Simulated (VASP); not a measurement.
Runs of VASP 6.6.1 on AlN (zincblende type). The structure is that of space group F-43m (No. 216), or close to it. The cells are those of the table. 

```tsv
task	level	cell	cutoff (eV)	gap on the mesh (eV)	pressure (GPa)
single point	r2SCAN+D3(BJ)	a = 3.047 Å, angles 60.0°, 2 atoms	520	4.04	(b)
single point	r2SCAN	a = 2.532 Å, angles 60.0°, 2 atoms	520	4.09	389.9
relaxation of cell and atoms	r2SCAN	relaxed from a = 3.047 Å, angles 60.0°, 2 atoms	600	4.00	0.1
single point	r2SCAN	a = 3.090 Å, angles 60.0°, 2 atoms	520	4.00	(a)
```

Alike in all rows: potentials or basis VASP PAW PBE potentials, release 64 (Al, N); no spin polarisation; k mesh 15 × 15 × 15; smearing fermi-dirac 0.08 eV.

Problem. Fill in the values left out.

Solution. (a) -0.4; (b) 7.1.

Caveats: the PAW data sets were made with another functional, which shifts forces and pressure a little; an odd mesh through Γ misses points on the zone boundary, where band edges can lie; the cell stands under pressure (at least some runs); three body term missing (at least some runs).
